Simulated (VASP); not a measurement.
# GaN (Cmc2_1) in VASP: a series of runs

The runs below take GaN through single point, with PBE.

All numbers are computed with VASP 6.6.1; they aren't measurements. Logs are shortened: lines on timing, memory, paths and dates and some standing lists are left out, and cuts for length are marked.

### Step 1. The cell of the first run

The structure is orthorhombic, space group Cmc2_1 (No. 36). The conventional cell has a = 3.122 Å, b = 5.574 Å, c = 5.243 Å, α = 90.00°, β = 90.00°, γ = 90.00°. Ga (site symmetry m) has 4 N at 1.93 to 1.98 Å within 2.6 Å. Within 2.6 Å of N (site symmetry m) lie 4 Ga at 1.93 to 1.98 Å.

### Step 2. Single point, PBE

File INCAR:

```
PREC = Accurate
ENCUT = 520
EDIFF = 1E-6
ISMEAR = 0
SIGMA = 0.05
LREAL = False
LASPH = True
NELM = 60
ALGO = Normal
ISIF = 2
LWAVE = False
LCHARG = True
GGA = PE
LELF = True
LVHAR = True
NBANDS = 26
```

File KPOINTS:

```
Automatic mesh
0
Gamma
  12 12 6
```

File POSCAR:

```
GaN
1.0
    3.1218760489      0.0000000000      0.0000000000
   -1.5609380245      2.7872412019      0.0000000000
    0.0000000000      0.0000000000      5.2430304702
Ga N
2 2
Direct
    0.3333333333      0.6666666667      0.9991316875
    0.6666666667      0.3333333333      0.4991316875
    0.3333333333      0.6666666667      0.3758683125
    0.6666666667      0.3333333333      0.8758683125
```

Potentials or basis: VASP PAW PBE potentials, release 64 (Ga_d, N).

On the command line:

```bash
cat potpaw_PBE.64/Ga_d/POTCAR potpaw_PBE.64/N/POTCAR > POTCAR
mpirun -np 1 vasp_std > vasp.out
```

OUTCAR:

```text
PREC = Accurate
   ENCUT = 520
   EDIFF = 1E-6
   ISMEAR = 0
   LREAL = False
   LASPH = True
   NELM = 60
   ISIF = 2
   GGA = PE

 ion  position               nearest neighbor table
   1  0.333  0.667  0.999-   4 1.93   4 1.93   4 1.97   3 1.98
   2  0.667  0.333  0.499-   3 1.93   3 1.93   3 1.97   4 1.98
   3  0.333  0.667  0.376-   2 1.93   2 1.93   2 1.97   1 1.98
   4  0.667  0.333  0.876-   1 1.93   1 1.93   1 1.97   2 1.98

  LATTYP: Found a base centered orthorhombic cell.
 ALAT       =     3.1218760489
 B/A-ratio  =     1.7856193893
 C/A-ratio  =     1.6794486354

  Lattice vectors:

 A1 = (   1.5609380245,  -2.7872412019,   0.0000000000)
 A2 = (   1.5609380244,   2.7872412019,   0.0000000000)
 A3 = (   0.0000000000,   0.0000000000,   5.2430304702)

Analysis of symmetry for initial positions (statically):
=====================================================================
 Subroutine PRICEL returns:
 Original cell was already a primitive cell.

 Routine SETGRP: Setting up the symmetry group for a
 base centered orthorhombic supercell.

 Subroutine GETGRP returns: Found  4 space group operations
 (whereof  2 operations were pure point group operations)
 out of a pool of  8 trial point group operations.

The static configuration has the point symmetry C_1h.
 The point group associated with its full space group is C_2v.

Analysis of symmetry for dynamics (positions and initial velocities):
=====================================================================
 Subroutine PRICEL returns:
 Original cell was already a primitive cell.

 Routine SETGRP: Setting up the symmetry group for a
 base centered orthorhombic supercell.

 Subroutine GETGRP returns: Found  4 space group operations
 (whereof  2 operations were pure point group operations)
 out of a pool of  8 trial point group operations.

The dynamic configuration has the point symmetry C_1h.
 The point group associated with its full space group is C_2v.

 Subroutine INISYM returns: Found  4 space group operations
 (whereof  2 operations are pure point group operations),
 and found     1 'primitive' translations

----------------------------------------------------------------------------------------

                                     Primitive cell

  volume of cell :      45.6218

  direct lattice vectors                    reciprocal lattice vectors
     3.121876049  0.000000000  0.000000000     0.320320213  0.179388852  0.000000000
    -1.560938024  2.787241202  0.000000000     0.000000000  0.358777704  0.000000000
     0.000000000  0.000000000  5.243030470     0.000000000  0.000000000  0.190729389

  length of vectors
     3.121876049  3.194564295  5.243030470     0.367131310  0.358777704  0.190729389

  position of ions in fractional coordinates (direct lattice)
     0.333333333  0.666666667  0.999131687
     0.666666667  0.333333333  0.499131687
     0.333333333  0.666666667  0.375868313
     0.666666667  0.333333333  0.875868313

  ion indices of the primitive-cell ions
   primitive index   ion index
                 1           1
                 2           2
                 3           3
                 4           4

----------------------------------------------------------------------------------------

 KPOINTS: Automatic mesh

Automatic generation of k-mesh.
 Grid dimensions read from file:
 generate k-points for:   12   12    6

 Generating k-lattice:

  Cartesian coordinates                     Fractional coordinates (reciprocal lattice)
     0.026693351  0.014949071  0.000000000     0.083333333  0.000000000  0.000000000
     0.000000000  0.029898142  0.000000000     0.000000000  0.083333333  0.000000000
     0.000000000  0.000000000  0.031788232     0.000000000  0.000000000  0.166666667

  Length of vectors
     0.030594276  0.029898142  0.031788232

  Shift w.r.t. Gamma in fractional coordinates (k-lattice)
     0.000000000  0.000000000  0.000000000

 Subroutine IBZKPT returns following result:
 ===========================================

 Found    172 irreducible k-points:

 Following reciprocal coordinates:
            Coordinates               Weight
  0.000000  0.000000  0.000000      1.000000
  0.083333  0.000000  0.000000      4.000000
  0.166667  0.000000  0.000000      4.000000
  0.250000  0.000000  0.000000      4.000000
  0.333333  0.000000  0.000000      4.000000
  0.416667 -0.000000  0.000000      4.000000
[... 16 lines left out ...]
  0.333333  0.166667  0.000000      4.000000
  0.416667  0.166667  0.000000      4.000000
 [... further k-points ...]
   k-points           NKPTS =    172   k-points in BZ     NKDIM =    172   number of bands    NBANDS=     26
   number of dos      NEDOS =    301   number of ions     NIONS =      4
   total plane-waves  NPLWV =  23040
   dimension x,y,z NGX =    24 NGY =   24 NGZ =   40
   dimension x,y,z NGXF=    48 NGYF=   48 NGZF=   80
   ions per type =               2   2
   NGX,Y,Z   is equivalent  to a cutoff of  12.78, 12.49, 12.68 a.u.
   NGXF,Y,Z  is equivalent  to a cutoff of  25.56, 24.98, 25.37 a.u.
 SYSTEM =  unknown system
   PREC   = accura    normal or accurate (medium, high low for compatibility)
   ISTART =      0    job   : 0-new  1-cont  2-samecut
   ICHARG =      2    charge: 1-file 2-atom 10-const
   ISPIN  =      1    spin polarized calculation?
   LNONCOLLINEAR =      F non collinear calculations
   LSORBIT =      F    spin-orbit coupling
   LASPH  =      T    aspherical Exc in radial PAW
   ENCUT  =  520.0 eV  38.22 Ry    6.18 a.u.   5.80  5.94  9.75*2*pi/ulx,y,z
   NELM   =     60;   NELMIN=  2; NELMDL= -5     # of ELM steps
   EDIFF  = 0.1E-05   stopping-criterion for ELM
   LREAL  =      F    real-space projection
   EDIFFG = 0.1E-04   stopping-criterion for IOM
   NSW    =      0    number of steps for IOM
   IBRION =     -1    ionic relax: 0-MD 1-quasi-New 2-CG
   NFREE  =      0    steps in history (QN), initial steepest desc. (CG)
   ISIF   =      2    stress and relaxation
   ISYM   =      2    0-nonsym 1-usesym 2-fastsym
   POTIM  = 0.5000    time-step for ionic-motion
   TEBEG  =    0.0;   TEEND  =   0.0 temperature during run
   PSTRESS=    0.0 pullay stress
   NELECT =      36.0000    total number of electrons
   NUPDOWN=      -1.0000    fix difference up-down
   EMIN   =  10.00;   EMAX   =-10.00  energy-range for DOS
   EFERMI =   0.00;   METHOD = LEGACY
   ISMEAR =     0;   SIGMA  =   0.05  broadening in eV -4-tet -1-fermi 0-gaus
   EFERMI_NEDOS =   21; number of points for ismear=-14 and -15
   IALGO  =     38    algorithm
   IMIX   =      4    mixing-type and parameters
     AMIX     =   0.40;   BMIX     =  1.00
     AMIX_MAG =   1.60;   BMIX_MAG =  1.00
  volume/ion in A,a.u.               =      11.41        76.97
  Fermi-wavevector in a.u.,A,eV,Ry     =   1.512811  2.858799 31.138272  2.288598
  Thomas-Fermi vector in A             =   2.622686
   LORBIT       =      0    0 simple, 1 ext, 2 COOP (PROOUT), +10 PAW based schemes
   GGA     = PE    functional components
   LHFCALC =     F    Hartree Fock is set to
   AEXX    =    0.0000 exact exchange contribution
   IVDW    =     0    specifies the selected vdW correction
   LEPSILON=     F    determine dielectric tensor
   LRPA    =     F    only Hartree local field effects (RPA)
 non-spin polarized calculation
 Gauss-broadening in eV      SIGMA  =   0.05
  energy-cutoff  :      520.00
  volume of cell :       45.62
 maximum number of plane-waves:      1246
   NGX = 11   NGY = 11   NGZ = 19

 number of electron      35.9999990 magnetization

 Free energy of the ion-electron system (eV)
  ---------------------------------------------------
  ext. energy  EPLUGINS =         0.00000000
  ---------------------------------------------------
  free energy    TOTEN  =       -24.27345547 eV

  energy without entropy =      -24.27345547  energy(sigma->0) =      -24.27345547

 E-fermi :   5.6126     XC(G=0): -11.6783

 val. band max:        5.4215947906   @ k =   0.0000   0.0000   0.0000
 cond. band min:       7.2191707836   @ k =   0.0000   0.0000   0.0000
 fundamental gap:      1.7975759930
 Fermi energy:         5.6126035302

 k-point     1 :       0.0000    0.0000    0.0000
  band No.  band energies     occupation
      1     -10.6614      2.00000
      2      -9.7518      2.00000
      3      -8.1101      2.00000
      4      -8.1026      2.00000
      5      -8.0903      2.00000
      6      -8.0432      2.00000
[... 18 lines left out ...]
     25      16.9222      0.00000
     26      17.3903      0.00000

 k-point     2 :       0.0833    0.0000    0.0000
  band No.  band energies     occupation
      1     -10.5902      2.00000
      2      -9.7318      2.00000
      3      -8.1048      2.00000
      4      -8.0890      2.00000
      5      -8.0682      2.00000
      6      -8.0319      2.00000
[... 18 lines left out ...]
     25      16.8470      0.00000
     26      17.2311      0.00000

 k-point     3 :       0.1667    0.0000    0.0000
  band No.  band energies     occupation
      1     -10.3963      2.00000
      2      -9.6828      2.00000
      3      -8.0774      2.00000
      4      -8.0607      2.00000
      5      -8.0136      2.00000
      6      -7.9924      2.00000
[... 18 lines left out ...]
     25      16.7403      0.00000
     26      17.5291      0.00000

 k-point     4 :       0.2500    0.0000    0.0000
  band No.  band energies     occupation
      1     -10.1416      2.00000
      2      -9.6293      2.00000
      3      -8.0484      2.00000
      4      -8.0330      2.00000
      5      -7.9710      2.00000
      6      -7.9320      2.00000
[... 18 lines left out ...]
     25      16.8644      0.00000
     26      17.8974      0.00000
[... 496 lines left out ...]
      1      -9.8510      2.00000
      2      -9.5840      2.00000
      3      -8.0545      2.00000
      4      -7.9942      2.00000
      5      -7.9247      2.00000
      6      -7.8945      2.00000
[... 18 lines left out ...]
     25      16.3425      0.00000
     26      18.9287      0.00000

 k-point    23 :       0.3333    0.1667    0.0000
  band No.  band energies     occupation
      1      -9.7285      2.00000
      2      -9.5719      2.00000
      3      -8.0647      2.00000
      4      -7.9814      2.00000
      5      -7.8935      2.00000
      6      -7.8806      2.00000
[... 18 lines left out ...]
     25      17.3557      0.00000
     26      18.7544      0.00000

 k-point    24 :       0.4167    0.1667    0.0000
  band No.  band energies     occupation
      1      -9.6845      2.00000
      2      -9.5701      2.00000
      3      -8.0688      2.00000
      4      -7.9791      2.00000
      5      -7.8851      2.00000
      6      -7.8784      2.00000
[... 18 lines left out ...]
     25      17.9664      0.00000
     26      18.4088      0.00000

 [... further k-points ...]

------------------------ aborting loop because EDIFF is reached ----------------------------------------

  FORCE on cell =-STRESS in cart. coord.  units (eV):
  Direction    XX          YY          ZZ          XY          YZ          ZX
  --------------------------------------------------------------------------------------
  -------------------------------------------------------------------------------------
  Total        3.5916968      0.8765625      0.5548731     -0.0000000      0.0000000      0.0000000
  in kB      126.1355933     30.7837051     19.4864035     -0.0000000      0.0000000      0.0000000
  external PRESSURE =      58.8019006 kB  Pullay stress =       0.0000000 kB

 VOLUME and BASIS-vectors are now :
 -----------------------------------------------------------------------------
  energy-cutoff  :      520.00
  volume of cell :       45.62
      direct lattice vectors                 reciprocal lattice vectors
     3.121876049  0.000000000  0.000000000     0.320320213  0.179388852  0.000000000
    -1.560938024  2.787241202  0.000000000     0.000000000  0.358777704  0.000000000
     0.000000000  0.000000000  5.243030470     0.000000000  0.000000000  0.190729389

 POSITION                                       TOTAL-FORCE (eV/Angst)
 -----------------------------------------------------------------------------------
     -0.00000      1.85816      5.23848        -0.000000      0.249042      0.163977
      1.56094      0.92908      2.61696         0.000000     -0.249042      0.163977
     -0.00000      1.85816      1.97069        -0.000000      0.290750     -0.163977
      1.56094      0.92908      4.59220         0.000000     -0.290750     -0.163977
 -----------------------------------------------------------------------------------
    total drift:                               -0.000001     -0.000000     -0.000827

  FREE ENERGIE OF THE ION-ELECTRON SYSTEM (eV)
  ---------------------------------------------------
  free  energy   TOTEN  =       -24.2734554731 eV

  energy  without entropy=      -24.2734554730  energy(sigma->0) =      -24.27345547
```

Run time: 2.4 min. Hardware: 1 thread of Intel Xeon 6975P-C, shared host; peak memory 0.29 GiB.

Results:

```yaml
Free_energy: -24.2735 eV
Pressure: 5.9 GPa
Largest_force: 0.334 eV/Å
Band_gap_on_the_k_mesh: 1.80 eV, direct
```

Forces on the atoms (eV/Å):
```
Ga   0.000  0.249  0.164
Ga   0.000 -0.249  0.164
N    0.000  0.291 -0.164
N    0.000 -0.291 -0.164
```

Levels at points of the mesh, in eV from the valence-band top:
```
           k point  band 16  band 17  band 18  band 19  band 20  band 21
(0.00, 0.00, 0.00)    -0.16    -0.14     0.00     1.80     4.30     8.98
(0.50, 0.00, 0.00)    -2.87    -2.27    -1.18     4.91     5.36     5.91
(0.00, 0.50, 0.00)    -2.56    -2.27    -0.95     5.45     5.68     5.76
(0.00, 0.00, 0.50)    -0.64    -0.50    -0.50     4.20     4.20     8.29
(0.50, 0.00, 0.50)    -2.11    -1.99    -1.99     4.23     4.23     7.60
(0.00, 0.50, 0.50)    -2.07    -1.82    -1.82     4.38     4.38     7.78
```

A hybrid or GW would open this gap; PBE tends to underestimate it.

(Continued in part 2 of 2.)
